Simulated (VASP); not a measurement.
# HgPd (P4/mmm) in VASP: notebook

Runs on HgPd. Level: LDA. Tasks: single point, relaxation of shape and atoms at fixed volume.

All numbers are computed with VASP 6.6.1; they aren't measurements. Logs are shortened: lines on timing, memory, paths and dates and some standing lists are left out, and cuts for length are marked.

## (1) The cell of the first run

It takes space group P4/mmm (No. 123, tetragonal). Conventional cell: a = 2.946 Å, b = 2.946 Å, c = 3.630 Å, α = 90.00°, β = 90.00°, γ = 90.00°. Hg (site symmetry 4/mmm) has 8 Pd at 2.76 Å and 6 Hg at 2.95 to 3.63 Å within 3.7 Å. Pd (site symmetry 4/mmm) has 8 Hg at 2.76 Å and 6 Pd at 2.95 to 3.63 Å within 3.7 Å.

## (2) Single point, LDA

INCAR reads:

```
SYSTEM = HgPd
PREC = Accurate
ENCUT = 520
EDIFF = 1E-6
ISMEAR = -1
SIGMA = 0.15
LREAL = .False.
LASPH = .True.
NELM = 80
ALGO = Fast
ISIF = 2
LWAVE = .False.
LCHARG = .False.
GGA = CA
NBANDS = 18
```

KPOINTS reads:

```
Automatic mesh
0
Gamma
  14 14 12
  0 0 0
```

POSCAR reads:

```
HgPd
1.0
    2.9462875710      0.0000000000      0.0000000000
    0.0000000000      2.9462875710      0.0000000000
    0.0000000000      0.0000000000      3.6296948833
Hg Pd
1 1
Direct
    0.0000000000      0.0000000000      0.0000000000
    0.5000000000      0.5000000000      0.5000000000
```

Potentials or basis: VASP PAW LDA potentials, release 64 (Hg, Pd).

Command:

```sh
$ cat potpaw_LDA.64/Hg/POTCAR potpaw_LDA.64/Pd/POTCAR > POTCAR
$ mpirun -np 1 vasp_std > vasp.out
```

OUTCAR:

```text
SYSTEM = HgPd
   PREC = Accurate
   ENCUT = 520
   EDIFF = 1E-6
   ISMEAR = -1
   LREAL = .False.
   LASPH = .True.
   NELM = 80
   ISIF = 2
   GGA = CA

 ion  position               nearest neighbor table
   1  0.000  0.000  0.000-   2 2.76   2 2.76   2 2.76   2 2.76   2 2.76   2 2.76   2 2.76   2 2.76

   2  0.500  0.500  0.500-   1 2.76   1 2.76   1 2.76   1 2.76   1 2.76   1 2.76   1 2.76   1 2.76

  LATTYP: Found a simple tetragonal cell.
 ALAT       =     2.9462875710
 C/A-ratio  =     1.2319554001

  Lattice vectors:

 A1 = (   2.9462875710,   0.0000000000,   0.0000000000)
 A2 = (   0.0000000000,   2.9462875710,   0.0000000000)
 A3 = (   0.0000000000,   0.0000000000,   3.6296948833)

Analysis of symmetry for initial positions (statically):
=====================================================================
 Subroutine PRICEL returns:
 Original cell was already a primitive cell.

 Routine SETGRP: Setting up the symmetry group for a
 simple tetragonal supercell.

 Subroutine GETGRP returns: Found 16 space group operations
 (whereof 16 operations were pure point group operations)
 out of a pool of 16 trial point group operations.

The static configuration has the point symmetry D_4h.

Analysis of symmetry for dynamics (positions and initial velocities):
=====================================================================
 Subroutine PRICEL returns:
 Original cell was already a primitive cell.

 Routine SETGRP: Setting up the symmetry group for a
 simple tetragonal supercell.

 Subroutine GETGRP returns: Found 16 space group operations
 (whereof 16 operations were pure point group operations)
 out of a pool of 16 trial point group operations.

The dynamic configuration has the point symmetry D_4h.

 Subroutine INISYM returns: Found 16 space group operations
 (whereof 16 operations are pure point group operations),
 and found     1 'primitive' translations

----------------------------------------------------------------------------------------

                                     Primitive cell

  volume of cell :      31.5080

  direct lattice vectors                    reciprocal lattice vectors
     2.946287571  0.000000000  0.000000000     0.339410182  0.000000000  0.000000000
     0.000000000  2.946287571  0.000000000     0.000000000  0.339410182  0.000000000
     0.000000000  0.000000000  3.629694883     0.000000000  0.000000000  0.275505251

[... 81 lines left out ...]
   ENCUT  =  520.0 eV  38.22 Ry    6.18 a.u.   5.48  5.48  6.75*2*pi/ulx,y,z
   NELM   =     80;   NELMIN=  2; NELMDL= -5     # of ELM steps
   EDIFF  = 0.1E-05   stopping-criterion for ELM
   LREAL  =      F    real-space projection
   EDIFFG = 0.1E-04   stopping-criterion for IOM
   NSW    =      0    number of steps for IOM
   IBRION =     -1    ionic relax: 0-MD 1-quasi-New 2-CG
   NFREE  =      0    steps in history (QN), initial steepest desc. (CG)
   ISIF   =      2    stress and relaxation
   ISYM   =      2    0-nonsym 1-usesym 2-fastsym
   POTIM  = 0.5000    time-step for ionic-motion
   TEBEG  =    0.0;   TEEND  =   0.0 temperature during run
   PSTRESS=    0.0 pullay stress
   NELECT =      22.0000    total number of electrons
   NUPDOWN=      -1.0000    fix difference up-down
   EMIN   =  10.00;   EMAX   =-10.00  energy-range for DOS
   EFERMI =   0.00;   METHOD = LEGACY
   ISMEAR =    -1;   SIGMA  =   0.15  broadening in eV -4-tet -1-fermi 0-gaus
   EFERMI_NEDOS =   21; number of points for ismear=-14 and -15
   IALGO  =     68    algorithm
   IMIX   =      4    mixing-type and parameters
     AMIX     =   0.40;   BMIX     =  1.00
     AMIX_MAG =   1.60;   BMIX_MAG =  1.00
  volume/ion in A,a.u.               =      15.75       106.31
  Fermi-wavevector in a.u.,A,eV,Ry     =   1.452364  2.744571 28.699617  2.109362
  Thomas-Fermi vector in A             =   2.569755
   LORBIT       =      0    0 simple, 1 ext, 2 COOP (PROOUT), +10 PAW based schemes
   GGA     = CA    functional components
   LHFCALC =     F    Hartree Fock is set to
   AEXX    =    0.0000 exact exchange contribution
   IVDW    =     0    specifies the selected vdW correction
   LEPSILON=     F    determine dielectric tensor
   LRPA    =     F    only Hartree local field effects (RPA)
 non-spin polarized calculation
 RMM-DIIS sequential band-by-band and
  energy-cutoff  :      520.00
  volume of cell :       31.51
 maximum number of plane-waves:       870
 NGX is ok and might be reduce to    24
   NGX = 11   NGY = 11   NGZ = 13

 number of electron      22.0000004 magnetization

 Free energy of the ion-electron system (eV)
  ---------------------------------------------------
  ext. energy  EPLUGINS =         0.00000000
  ---------------------------------------------------
  free energy    TOTEN  =        -7.92323453 eV

  energy without entropy =       -7.88420222  energy(sigma->0) =       -7.90371837

 E-fermi :   7.7809     XC(G=0): -13.2852

 val. band max:        7.7440615589   @ k =   0.4286   0.1429   0.5000
 cond. band min:       7.7820917800   @ k =   0.5000   0.0000   0.2500
 fundamental gap:      0.0380302211
 Fermi energy:         7.7809341218

 k-point     1 :       0.0000    0.0000    0.0000
  band No.  band energies     occupation
      1      -2.7041      2.00000
      2      -1.3447      2.00000
      3      -1.0330      2.00000
      4       0.5013      2.00000
      5       0.5013      2.00000
      6       1.1194      2.00000
[... 481 lines left out ...]
      5       0.1723      2.00000
      6       1.7391      2.00000
[... 10 lines left out ...]
     17      21.4635      0.00000
     18      22.2430      0.00000

 [... further k-points ...]

------------------------ aborting loop because EDIFF is reached ----------------------------------------

  FORCE on cell =-STRESS in cart. coord.  units (eV):
  Direction    XX          YY          ZZ          XY          YZ          ZX
  --------------------------------------------------------------------------------------
  -------------------------------------------------------------------------------------
  Total        1.9908979      1.9908979      2.0182163      0.0000000     -0.0000000      0.0000000
  in kB      101.2369824    101.2369824    102.6261190      0.0000000     -0.0000000      0.0000000
  external PRESSURE =     101.7000280 kB  Pullay stress =       0.0000000 kB

 VOLUME and BASIS-vectors are now :
 -----------------------------------------------------------------------------
  energy-cutoff  :      520.00
  volume of cell :       31.51
      direct lattice vectors                 reciprocal lattice vectors
     2.946287571  0.000000000  0.000000000     0.339410182  0.000000000  0.000000000
     0.000000000  2.946287571  0.000000000     0.000000000  0.339410182  0.000000000
     0.000000000  0.000000000  3.629694883     0.000000000  0.000000000  0.275505251

 POSITION                                       TOTAL-FORCE (eV/Angst)
 -----------------------------------------------------------------------------------
      0.00000      0.00000      0.00000         0.000000      0.000000      0.000000
      1.47314      1.47314      1.81485         0.000000      0.000000      0.000000
 -----------------------------------------------------------------------------------
    total drift:                                0.000000      0.000000     -0.000000

  FREE ENERGIE OF THE ION-ELECTRON SYSTEM (eV)
  ---------------------------------------------------
  free  energy   TOTEN  =        -7.9232345280 eV

  energy  without entropy=       -7.8842022174  energy(sigma->0) =       -7.90371837
```

OSZICAR:

```text
N       E                     dE             d eps       ncg     rms          rms(c)
DAV:   1     0.152935496803E+03    0.15294E+03   -0.12000E+04  9296   0.124E+03
DAV:   2    -0.525582267627E+01   -0.15819E+03   -0.14987E+03  9396   0.304E+02
DAV:   3    -0.831386235597E+01   -0.30580E+01   -0.30472E+01 10410   0.479E+01
DAV:   4    -0.832780810922E+01   -0.13946E-01   -0.13944E-01 10100   0.292E+00
DAV:   5    -0.832799230854E+01   -0.18420E-03   -0.18420E-03 10150   0.377E-01    0.125E+01
RMM:   6    -0.798530912165E+01    0.34268E+00   -0.47957E-01  9130   0.540E+00    0.910E+00
RMM:   7    -0.793743390167E+01    0.47875E-01   -0.11088E-01  9412   0.253E+00    0.317E+00
RMM:   8    -0.792479932243E+01    0.12635E-01   -0.19907E-02  9496   0.933E-01    0.967E-01
RMM:   9    -0.792325859626E+01    0.15407E-02   -0.30892E-03  9898   0.549E-01    0.977E-02
RMM:  10    -0.792323358234E+01    0.25014E-04   -0.13766E-04 10428   0.912E-02    0.345E-02
RMM:  11    -0.792323402269E+01   -0.44035E-06   -0.28760E-05 10612   0.331E-02    0.127E-02
RMM:  12    -0.792323452801E+01   -0.50532E-06   -0.58840E-06  8784   0.160E-02
   1 F= -.79232345E+01 E0= -.79037184E+01  d E =-.390323E-01
```

It took 1.9 min on 1 thread of Intel Xeon Platinum 8259CL at 2.50GHz (Skylake/Cascade Lake), shared host; peak memory 0.26 GiB.

What came out:

```yaml
Free_energy: -7.9232 eV
Pressure: 10.2 GPa
Band_gap_on_the_k_mesh: zero (bands 11 and 12 overlap by 4.15 eV)
```

Levels at points of the mesh, in eV from the Fermi level:
```tsv
k point	band 9	band 10	band 11	band 12	band 13	band 14
(0.00, 0.00, 0.00)	-1.58	-1.58	-1.44	2.49	8.48	8.48
(0.50, 0.00, 0.00)	-3.62	-2.70	-2.15	0.30	10.36	10.72
(0.50, 0.50, 0.00)	-1.69	-0.84	-0.27	-0.27	3.76	6.96
(0.00, 0.00, 0.50)	-2.63	-2.63	-2.10	-1.66	13.57	13.57
(0.50, 0.00, 0.50)	-1.77	-1.56	-1.43	-1.13	2.35	4.91
(0.50, 0.50, 0.50)	-1.85	-0.83	1.93	5.73	5.73	6.74
```

Caveat: the cell stands under pressure; spin-orbit coupling is left out, which moves the levels of the heavy elements.

## (3) Single point, LDA (16.12 Å³/atom)

This run uses another cell than the first one, of 16.12 Å³/atom.

INCAR reads:

```
SYSTEM = HgPd
ALGO = Fast
EDIFF = 1E-6
ENCUT = 520
GGA = CA
ISIF = 2
ISMEAR = -1
LASPH = .TRUE.
LCHARG = .TRUE.
LELF = .TRUE.
LREAL = .FALSE.
LVHAR = .TRUE.
LWAVE = .FALSE.
NBANDS = 18
NELM = 100
PREC = Accurate
SIGMA = 0.15
```

KPOINTS reads:

```
k-points
0
G
  14 14 12
  0 0 0
```

POSCAR reads:

```
HgPd
1.0
    2.9701587860      0.0000000000      0.0000000000
    0.0000000000      2.9701587860      0.0000000000
    0.0000000000      0.0000000000      3.6541028947
Hg Pd
1 1
Direct
    0.0000000000      0.0000000000      0.0000000000
    0.5000000000      0.5000000000      0.5000000000
```

Potentials or basis: VASP PAW LDA potentials, release 64 (Hg, Pd).

Command:

```sh
$ cat potpaw_LDA.64/Hg/POTCAR potpaw_LDA.64/Pd/POTCAR > POTCAR
$ mpirun -np 1 vasp_std > vasp.out
```

OUTCAR:

```text
SYSTEM = HgPd
   EDIFF = 1E-6
   ENCUT = 520
   GGA = CA
   ISIF = 2
   ISMEAR = -1
   LASPH = .TRUE.
   LREAL = .FALSE.
   NELM = 100
   PREC = Accurate

 ion  position               nearest neighbor table
   1  0.000  0.000  0.000-   2 2.78   2 2.78   2 2.78   2 2.78   2 2.78   2 2.78   2 2.78   2 2.78

   2  0.500  0.500  0.500-   1 2.78   1 2.78   1 2.78   1 2.78   1 2.78   1 2.78   1 2.78   1 2.78

  LATTYP: Found a simple tetragonal cell.
 ALAT       =     2.9701587860
 C/A-ratio  =     1.2302719006

[... 695 lines left out ...]

  FORCE on cell =-STRESS in cart. coord.  units (eV):
  Direction    XX          YY          ZZ          XY          YZ          ZX
  --------------------------------------------------------------------------------------
  -------------------------------------------------------------------------------------
  Total        1.0891782      1.0891782      1.1135430      0.0000000      0.0000000      0.0000000
  in kB       54.1339125     54.1339125     55.3448822      0.0000000      0.0000000      0.0000000
  external PRESSURE =      54.5375691 kB  Pullay stress =       0.0000000 kB

 VOLUME and BASIS-vectors are now :
 -----------------------------------------------------------------------------
  energy-cutoff  :      520.00
  volume of cell :       32.24
      direct lattice vectors                 reciprocal lattice vectors
     2.970158786  0.000000000  0.000000000     0.336682337  0.000000000  0.000000000
     0.000000000  2.970158786  0.000000000     0.000000000  0.336682337  0.000000000
     0.000000000  0.000000000  3.654102895     0.000000000  0.000000000  0.273664981

 POSITION                                       TOTAL-FORCE (eV/Angst)
 -----------------------------------------------------------------------------------
      0.00000      0.00000      0.00000         0.000000      0.000000      0.000000
      1.48508      1.48508      1.82705         0.000000      0.000000      0.000000
 -----------------------------------------------------------------------------------
    total drift:                                0.000000      0.000000     -0.000000

  FREE ENERGIE OF THE ION-ELECTRON SYSTEM (eV)
  ---------------------------------------------------
  free  energy   TOTEN  =        -7.9592439835 eV

  energy  without entropy=       -7.9190878127  energy(sigma->0) =       -7.93916590
```

It took 1.9 min on 1 thread of Intel Xeon Platinum 8259CL at 2.50GHz (Skylake/Cascade Lake), shared host; peak memory 0.26 GiB.

Results:

```yaml
Free_energy: -7.9592 eV
Pressure: 5.5 GPa
Band_gap_on_the_k_mesh: zero (bands 11 and 12 overlap by 4.07 eV)
```

Caveat: the cell stands under pressure; spin-orbit coupling is left out, which moves the levels of the heavy elements.

## (4) Single point, LDA

This run uses another cell than the first one, of 16.45 Å³/atom.

INCAR reads:

```
SYSTEM = HgPd
PREC = Accurate ; ENCUT = 520
EDIFF = 1E-6 ; ISMEAR = -1
SIGMA = 0.15 ; LREAL = .False.
LASPH = .True. ; NELM = 80
ALGO = Fast ; ISIF = 2
LWAVE = .False. ; LCHARG = .True.
GGA = CA ; LELF = .True.
LVHAR = .True. ; NBANDS = 18
```

KPOINTS reads:

```
regular mesh
0
Gamma
  14 14 12
  0 0 0
```

POSCAR reads:

```
HgPd
1.0
    2.9915768299      0.0000000000      0.0000000000
    0.0000000000      2.9915768299      0.0000000000
    0.0000000000      0.0000000000      3.6754770041
Hg Pd
1 1
Direct
    0.0000000000      0.0000000000      0.0000000000
    0.5000000000      0.5000000000      0.5000000000
```

Command:

```sh
$ cat potpaw_LDA.64/Hg/POTCAR potpaw_LDA.64/Pd/POTCAR > POTCAR
$ mpirun -np 1 vasp_std > vasp.out
```

Run time: 1.9 min. Hardware: 1 thread of Intel Xeon Platinum 8259CL at 2.50GHz (Skylake/Cascade Lake), shared host; peak memory 0.26 GiB.

The run converged. Its results:

```yaml
Free_energy: -7.9745 eV
Pressure: 1.7 GPa
Band_gap_on_the_k_mesh: zero (bands 11 and 12 overlap by 4.01 eV)
```

Stress tensor (GPa, compression positive):
```
1.71 0.00 0.00
0.00 1.71 0.00
0.00 0.00 1.82
```

Levels at points of the mesh, in eV from the Fermi level:
```csv
k point,band 7,band 8,band 9,band 10,band 11,band 12,band 13,band 14,band 15,band 16
"(0.00, 0.00, 0.00)",-3.50,-2.81,-1.53,-1.53,-1.38,2.55,8.31,8.31,8.68,15.41
"(0.50, 0.00, 0.00)",-3.66,-3.62,-3.62,-2.54,-2.03,0.27,10.10,10.38,11.27,11.41
"(0.50, 0.50, 0.00)",-1.77,-1.66,-1.66,-0.81,-0.15,-0.15,3.44,6.61,10.37,11.02
"(0.00, 0.00, 0.50)",-5.71,-3.98,-2.47,-2.47,-1.96,-1.57,13.16,13.16,14.46,14.70
"(0.50, 0.00, 0.50)",-3.14,-1.71,-1.65,-1.51,-1.37,-0.96,2.14,4.64,13.79,14.20
"(0.50, 0.50, 0.50)",-4.26,-4.26,-1.73,-0.81,1.72,5.58,5.58,6.55,6.55,7.19
```

Caveat: spin-orbit coupling is left out, which moves the levels of the heavy elements.

## (5) Single point, LDA (16.78 Å³/atom)

This run uses another cell than the first one, of 16.78 Å³/atom.

INCAR reads:

```
SYSTEM = HgPd
  PREC = Accurate
  ENCUT = 520
  EDIFF = 1E-7
  ISMEAR = -1
  SIGMA = 0.15
  LREAL = .False.
  LASPH = .True.
  NELM = 100
  ALGO = Fast
  ISIF = 2
  LWAVE = .False.
  LCHARG = .False.
  NBANDS = 18
```

KPOINTS is that of step 4.

POSCAR reads:

```
HgPd
1.0
    3.0127427987      0.0000000000      0.0000000000
    0.0000000000      3.0127427987      0.0000000000
    0.0000000000      0.0000000000      3.6964947129
Hg Pd
1 1
Direct
    0.0000000000      0.0000000000      0.0000000000
    0.5000000000      0.5000000000      0.5000000000
```

Command:

```sh
$ cat potpaw_LDA.64/Hg/POTCAR potpaw_LDA.64/Pd/POTCAR > POTCAR
$ mpirun -np 1 vasp_std > vasp.out
```

Wall time 1.8 min (1 thread of Intel Xeon Platinum 8259CL at 2.50GHz (Skylake/Cascade Lake), shared host); peak memory 0.26 GiB.

It converged, with:

```yaml
Free_energy: -7.9755 eV
Pressure: -1.5 GPa
Band_gap_on_the_k_mesh: zero (bands 11 and 12 overlap by 3.95 eV)
```

Stress tensor (GPa, compression positive):
```
-1.49  0.00  0.00
 0.00 -1.49  0.00
 0.00  0.00 -1.39
```

Levels at points of the mesh, in eV from the Fermi level:
| k point | band 9 | band 10 | band 11 | band 12 | band 13 | band 14 |
| --- | --- | --- | --- | --- | --- | --- |
| (0.00, 0.00, 0.00) | -1.50 | -1.50 | -1.36 | 2.58 | 8.23 | 8.23 |
| (0.50, 0.00, 0.00) | -3.51 | -2.47 | -1.97 | 0.25 | 9.97 | 10.23 |
| (0.50, 0.50, 0.00) | -1.65 | -0.80 | -0.10 | -0.10 | 3.30 | 6.45 |
| (0.00, 0.00, 0.50) | -2.41 | -2.41 | -1.90 | -1.53 | 12.98 | 12.98 |
| (0.50, 0.00, 0.50) | -1.56 | -1.49 | -1.35 | -0.89 | 2.05 | 4.52 |
| (0.50, 0.50, 0.50) | -1.69 | -0.80 | 1.62 | 5.51 | 5.51 | 6.47 |

Caveat: spin-orbit coupling is left out, which moves the levels of the heavy elements.

[end of part 1 of 2]

The gap in the log of VASP goes by the Fermi energy; the results here count the filled bands.